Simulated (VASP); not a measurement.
# NbSi23O48 (a cell with a defect) in VASP: single point with PBE

Aim: the single point of NbSi23O48 (a cell with a defect) with PBE.

All numbers are computed with VASP 6.6.1; they aren't measurements. Logs are shortened: lines on timing, memory, paths and dates and some standing lists are left out, and cuts for length are marked.

### Step 1. The cell of the first run

The cell holds a defect, 72 atoms: a = 10.042 Å, b = 10.042 Å, c = 11.019 Å, α = 90.00°, β = 90.00°, γ = 120.00°.

### Step 2. Single point, PBE, collinear spin

INCAR

```
PREC = Accurate
ENCUT = 520
EDIFF = 1E-6
ISMEAR = -1
SIGMA = 0.01
LREAL = Auto
LASPH = T
NELM = 200
ALGO = Normal
ISIF = 2
LWAVE = F
LCHARG = T
ISPIN = 2
MAGMOM = 0 0 0 0 0 0 0 0 0 0 0 0 0 0 0 0 0 0 0 0 0 0 0 0 0.01 0 0.02 0 0 0 0 0.02 0 0.01 0 0 0 0 0 0 0 0 0 0 0 0 0 0 0 0 0 0 0 0 0 0 0 0 0 0 0 0 0 0 0 0 0 0 0 0 0 0.43
LORBIT = 11
NUPDOWN = 1.0
LMAXMIX = 4
GGA = PE
LELF = T
LVHAR = T
NBANDS = 242
GGA_COMPAT = F
```

KPOINTS

```
Automatic mesh
0
Gamma
  1 1 1
```

POSCAR

```
NbSi23O48
1.0
   10.0416380575      0.0000000000      0.0000000000
   -5.0208190287      8.6963136534      0.0000000000
    0.0000000000      0.0000000000     11.0185484178
Si O Nb
23 48 1
Direct
    0.0050553934      0.2402182909      0.1651994213
    0.2702218500      0.2695266371     -0.0002409067
    0.2397816062     -0.0001713829      0.3190253673
    0.0004626456      0.2392265419      0.6805711147
    0.2407519816      0.0042725408      0.8344046720
   -0.0066380349      0.7276962803      0.1667149802
    0.2592814079      0.7641813602      0.0014137072
    0.2278390066      0.5189948786      0.3261851347
   -0.0006538191      0.7426338933      0.6682237343
    0.2570897560      0.7731894838      0.4941794175
    0.2337708209      0.5014292863      0.8347025194
    0.5021287083      0.2330785942      0.1648299201
    0.7648769736      0.2585482640     -0.0018043099
    0.7434097047     -0.0012265929      0.3313276881
    0.5193644636      0.2270175493      0.6732997139
    0.7737204665      0.2564374924      0.5053914214
    0.7284507671     -0.0073647918      0.8328329025
    0.4987423324      0.7436829313      0.1630104475
    0.7551951917      0.7544519446     -0.0002547509
    0.7356554408      0.4875898123      0.3384904370
    0.4882032506      0.7350378431      0.6610457440
    0.7535545136      0.7529272844      0.4997434409
    0.7442092216      0.4979254153      0.8364798425
    0.0738659199      0.3800255010      0.2641014152
    0.2840336288      0.4573832901      0.4403190647
    0.1382913563      0.2151474125      0.1043029799
    0.2209997154      0.1443643258      0.3605961268
    0.4283814793      0.2976403733      0.0644920126
    0.3739832553      0.0638695159      0.2154091330
    0.0644599670      0.3733167565      0.7842739312
    0.2984207697      0.4276777023      0.9349593005
    0.1451767502      0.2207911218      0.6389065156
    0.2156557695      0.1375137716      0.8952659325
    0.4574518094      0.2829846665      0.5592479946
    0.3806706964      0.0730608374      0.7356193522
    0.0771665810      0.8643201607      0.2664208552
    0.2916131303      0.9375782922      0.4374109175
    0.1214856574      0.6973606940      0.1017885911
    0.1964344478      0.6515956270      0.3807931438
    0.4224299512      0.8027841697      0.0616965795
    0.3642337687      0.5877764436      0.2252063023
    0.0823216944      0.8808521869      0.7670679270
    0.2832546217      0.9224710748      0.9427512530
    0.1249818524      0.7135673692      0.5984467766
    0.2114418562      0.6356309132      0.8958986123
    0.4130410491      0.7937635658      0.5572768861
    0.3575094866      0.5750312610      0.7232908179
    0.5756893346      0.3569177833      0.2761778655
    0.7942170130      0.4123797931      0.4423326014
    0.6363084904      0.2106564683      0.1037147936
    0.7143200158      0.1244012194      0.4010797161
    0.9232634284      0.2828360875      0.0569126868
    0.8815801626      0.0817428920      0.2324414981
    0.5883371022      0.3635718783      0.7741472076
    0.8032465118      0.4215663456      0.9378032133
    0.6519573780      0.1956200835      0.6186578111
    0.6981114471      0.1206809033      0.8978920200
    0.9380967381      0.2910780381      0.5622614687
    0.8650152466      0.0765149162      0.7330951584
    0.5841491694      0.8780394144      0.2642076905
    0.7916029456      0.9101975587      0.4298360897
    0.6199980415      0.7019922344      0.1008231788
    0.7020837179      0.6138808167      0.4022958750
    0.9122704608      0.7831057040      0.0657824895
    0.8669485241      0.5699577897      0.2336377495
    0.5706766825      0.8662244353      0.7659569773
    0.7839705460      0.9115513369      0.9336861268
    0.6144545917      0.7014937963      0.5971205958
    0.7025627374      0.6192032283      0.8986966494
    0.9107217617      0.7907486815      0.5696993609
    0.8786757024      0.5833838932      0.7353716356
    0.2764572185      0.2760080431      0.4996462518
```

Potentials or basis: VASP PAW PBE potentials, release 64 (Si, O, Nb_sv).

On the command line:

```sh
cat potpaw_PBE.64/Si/POTCAR potpaw_PBE.64/O/POTCAR potpaw_PBE.64/Nb_sv/POTCAR > POTCAR
mpirun -np 1 vasp_gam > vasp.out
```

OUTCAR:

```text
PREC = Accurate
   ENCUT = 520
   EDIFF = 1E-6
   ISMEAR = -1
   LREAL = Auto
   LASPH = T
   NELM = 200
   ISIF = 2
   ISPIN = 2
   LORBIT = 11
   NUPDOWN = 1.0
   GGA = PE

 ion  position               nearest neighbor table
   1  0.005  0.240  0.165-  52 1.62  26 1.62  53 1.63  24 1.63  13 3.11   2 3.12   8 3.12  14 3.12

   2  0.270  0.270  1.000-  26 1.63  33 1.63  31 1.63  28 1.63   5 3.12   1 3.12  11 3.12  12 3.12

   3  0.240  1.000  0.319-  27 1.62  36 1.62  29 1.63  37 1.64  12 3.02  10 3.05   6 3.11
   4  0.000  0.239  0.681-  32 1.62  59 1.62  30 1.63  58 1.64  11 3.02  16 3.06  17 3.11
   5  0.241  0.004  0.834-  43 1.62  33 1.62  42 1.63  35 1.63   7 3.11   2 3.12  15 3.12   9 3.12
[... 81 lines left out ...]
  70  0.911  0.791  0.570-  22 1.62   9 1.62
  71  0.879  0.583  0.735-   9 1.62  23 1.63
  72  0.276  0.276  0.500-  25 1.90  34 1.90  27 1.92  32 1.92

  LATTYP: Found a hexagonal cell.
 ALAT       =    10.0416380575
 C/A-ratio  =     1.0972859562

  Lattice vectors:

 A1 = (  10.0416380575,   0.0000000000,   0.0000000000)
 A2 = (  -5.0208190287,   8.6963136534,   0.0000000000)
 A3 = (   0.0000000000,   0.0000000000,  11.0185484178)

Analysis of symmetry for initial positions (statically):
=====================================================================
 Subroutine PRICEL returns:
 Original cell was already a primitive cell.

 Routine SETGRP: Setting up the symmetry group for a
 hexagonal supercell.

 Subroutine GETGRP returns: Found  1 space group operations
 (whereof  1 operations were pure point group operations)
 out of a pool of 24 trial point group operations.

The static configuration has the point symmetry C_1 .

Analysis of symmetry for dynamics (positions and initial velocities):
=====================================================================
 Subroutine PRICEL returns:
 Original cell was already a primitive cell.

 Routine SETGRP: Setting up the symmetry group for a
 hexagonal supercell.

 Subroutine GETGRP returns: Found  1 space group operations
 (whereof  1 operations were pure point group operations)
 out of a pool of 24 trial point group operations.

The dynamic configuration has the point symmetry C_1 .

Analysis of structural, dynamic, and magnetic symmetry:
=====================================================================
 Subroutine PRICEL returns:
 Original cell was already a primitive cell.
[... 263 lines left out ...]

 Free energy of the ion-electron system (eV)
  ---------------------------------------------------
  ext. energy  EPLUGINS =         0.00000000
  ---------------------------------------------------
  free energy    TOTEN  =      -571.26678357 eV

  energy without entropy =     -571.26678357  energy(sigma->0) =     -571.26678357

 E-fermi :   1.1746     XC(G=0):  -8.9696

 val. band max:        5.1050509410   @ k =   0.0000   0.0000   0.0000
 cond. band min:       5.6132081349   @ k =   0.0000   0.0000   0.0000
 fundamental gap:      0.5081571940
 Fermi energy:         5.3464369805

 spin component 1

 k-point     1 :       0.0000    0.0000    0.0000
  band No.  band energies     occupation
      1     -52.4317      1.00000
      2     -28.9066      1.00000
      3     -28.8070      1.00000
      4     -28.5047      1.00000
      5     -18.4754      1.00000
      6     -18.0610      1.00000
[... 200 lines left out ...]
    207       8.6671      0.00000
    208       9.1239      0.00000
 Fermi energy:         1.1745924354

 spin component 2

 k-point     1 :       0.0000    0.0000    0.0000
  band No.  band energies     occupation
      1     -51.9430      1.00000
      2     -28.6508      1.00000
      3     -28.2978      1.00000
      4     -27.6611      1.00000
      5     -18.4745      1.00000
      6     -18.0608      1.00000
[... 200 lines left out ...]
    207       8.6711      0.00000
    208       9.1329      0.00000
 [bands above 208 left out]

------------------------ aborting loop because EDIFF is reached ----------------------------------------

  FORCE on cell =-STRESS in cart. coord.  units (eV):
  Direction    XX          YY          ZZ          XY          YZ          ZX
  --------------------------------------------------------------------------------------
  -------------------------------------------------------------------------------------
  Total        6.3041546      2.5215596      6.7947941     -3.3208493      0.6364238     -1.1264016
  in kB       10.4971957      4.1987080     11.3141711     -5.5296241      1.0597241     -1.8755977
  external PRESSURE =       8.6700249 kB  Pullay stress =       0.0000000 kB

 VOLUME and BASIS-vectors are now :
 -----------------------------------------------------------------------------
  energy-cutoff  :      520.00
  volume of cell :      962.20
      direct lattice vectors                 reciprocal lattice vectors
    10.041638058  0.000000000  0.000000000     0.099585346  0.057495626  0.000000000
    -5.020819029  8.696313653  0.000000000     0.000000000  0.114991253  0.000000000
     0.000000000  0.000000000 11.018548418     0.000000000  0.000000000  0.090756056

 POSITION                                       TOTAL-FORCE (eV/Angst)
 -----------------------------------------------------------------------------------
     -1.15533      2.08901      1.82026         0.011857     -0.011693      0.002081
      1.36023      2.34389     11.01589         0.004559      0.008255      0.000243
     -2.61216      8.69482      3.51520        -0.011787     -0.011705     -0.008099
     -1.19647      2.08039      7.49891        -0.003532     -0.013854      0.003650
      2.39609      0.03716      9.19393        -0.015762      0.004689     -0.002327
      6.32135      6.32828      1.83696        -0.001374     -0.013949      0.005804
[... 64 lines left out ...]
      5.89428      5.07329      8.10273        -0.012819      0.004776      0.009904
      1.39030      2.40025      5.50538         0.017305      0.022498      0.000264
 -----------------------------------------------------------------------------------
    total drift:                               -0.000379      0.006500      0.008223

  FREE ENERGIE OF THE ION-ELECTRON SYSTEM (eV)
  ---------------------------------------------------
  free  energy   TOTEN  =      -571.2667835671 eV

  energy  without entropy=     -571.2667835671  energy(sigma->0) =     -571.26678357

 total charge

# of ion       s       p       d       tot
------------------------------------------
    1        0.636   0.976   0.000   1.613
    2        0.634   0.968   0.000   1.603
    3        0.646   0.985   0.000   1.631
    4        0.646   0.985   0.000   1.631
    5        0.636   0.976   0.000   1.613
    6        0.635   0.972   0.000   1.607
[... 64 lines left out ...]
   71        1.547   3.692   0.000   5.238
   72        2.195   6.073   2.364  10.633
--------------------------------------------------
tot         91.215 205.137   2.364 298.716

 magnetization (x)

# of ion       s       p       d       tot
------------------------------------------
    1        0.000   0.000   0.000   0.000
    2        0.000  -0.000   0.000   0.000
    3        0.000   0.001   0.000   0.001
    4        0.000   0.001   0.000   0.001
    5        0.000   0.000   0.000   0.000
    6        0.000   0.000   0.000   0.000
[... 64 lines left out ...]
   71        0.000  -0.000   0.000   0.000
   72        0.015   0.004   0.688   0.707
--------------------------------------------------
tot          0.024   0.076   0.688   0.788
```

It took 37 min on 1 thread of Intel Xeon 8259CL, shared host; peak memory 1.4 GiB.

Results:

```yaml
Free_energy: -571.2668 eV
Pressure: 0.9 GPa
Largest_force: 0.075 eV/Å
Net_moment: 1.00 μB per cell
Site_moments: Si +0.00, -0.00 (each value once); O +0.00, +0.01, +0.02, -0.00 (each value once); Nb +0.71 μB
Valence_electrons_inside_the_program's_atomic_spheres: Si 1.61, 1.60, 1.63, 1.62 (each value once); O 5.23, 5.16, 5.22, 5.24, 5.25 (each value once); Nb 10.63
```

Forces on the atoms (eV/Å):
```
Si   0.012 -0.012  0.002
Si   0.005  0.008  0.000
Si  -0.012 -0.012 -0.008
Si  -0.004 -0.014  0.004
Si  -0.016  0.005 -0.002
Si  -0.001 -0.014  0.006
Si  -0.002  0.014 -0.007
Si  -0.034  0.006 -0.033
Si   0.002 -0.001 -0.002
Si   0.001  0.023  0.017
Si  -0.007  0.006  0.001
Si   0.004 -0.004  0.002
Si   0.010  0.008  0.005
Si  -0.002  0.001 -0.001
Si   0.023 -0.030  0.035
Si   0.016  0.013 -0.015
Si  -0.010 -0.006 -0.001
Si   0.009 -0.006  0.006
Si   0.009  0.014  0.001
Si  -0.012  0.000 -0.004
Si   0.007 -0.009 -0.001
Si   0.007  0.011  0.000
Si  -0.007  0.005 -0.005
O    0.009  0.006 -0.009
O    0.027 -0.060  0.026
O   -0.003  0.012 -0.010
O   -0.010  0.056  0.049
O    0.007 -0.011  0.005
O   -0.002 -0.002  0.000
O    0.002 -0.005  0.000
O   -0.012 -0.002 -0.007
O    0.049  0.012 -0.046
O    0.010  0.004  0.010
O   -0.063 -0.005 -0.031
O   -0.004  0.009  0.009
O    0.016 -0.006 -0.007
O   -0.005 -0.003 -0.006
O    0.005  0.007 -0.003
O    0.005  0.001 -0.002
O   -0.003 -0.011  0.003
O   -0.013  0.004  0.014
O    0.010 -0.012 -0.004
O   -0.006 -0.012 -0.004
O    0.002  0.010 -0.007
O    0.012  0.003  0.007
O    0.002 -0.017  0.005
O   -0.012  0.010  0.010
O    0.013 -0.004 -0.010
O   -0.018 -0.009 -0.003
O   -0.002  0.012 -0.007
O    0.008  0.007  0.009
O   -0.007 -0.012  0.003
O   -0.017  0.003  0.006
O    0.011 -0.010 -0.010
O   -0.011 -0.008 -0.002
O   -0.002  0.006  0.001
O    0.008  0.008  0.000
O    0.000 -0.007  0.007
O   -0.012  0.014  0.005
O    0.010 -0.009 -0.010
O   -0.015 -0.010 -0.006
O   -0.002  0.010 -0.002
O    0.011  0.004  0.008
O    0.003 -0.017  0.003
O   -0.010  0.007  0.003
O    0.011 -0.005 -0.005
O   -0.012 -0.005 -0.005
O   -0.002  0.012 -0.007
O    0.011  0.007  0.001
O   -0.003 -0.016  0.008
O   -0.013  0.005  0.010
Nb   0.017  0.022  0.000
```

Stress tensor (GPa, compression positive):
```
 1.05 -0.55 -0.19
-0.55  0.42  0.11
-0.19  0.11  1.13
```

Caveat: the k points lie up to 0.72 Å⁻¹ apart; the total moment is fixed, so each spin has its own Fermi level.
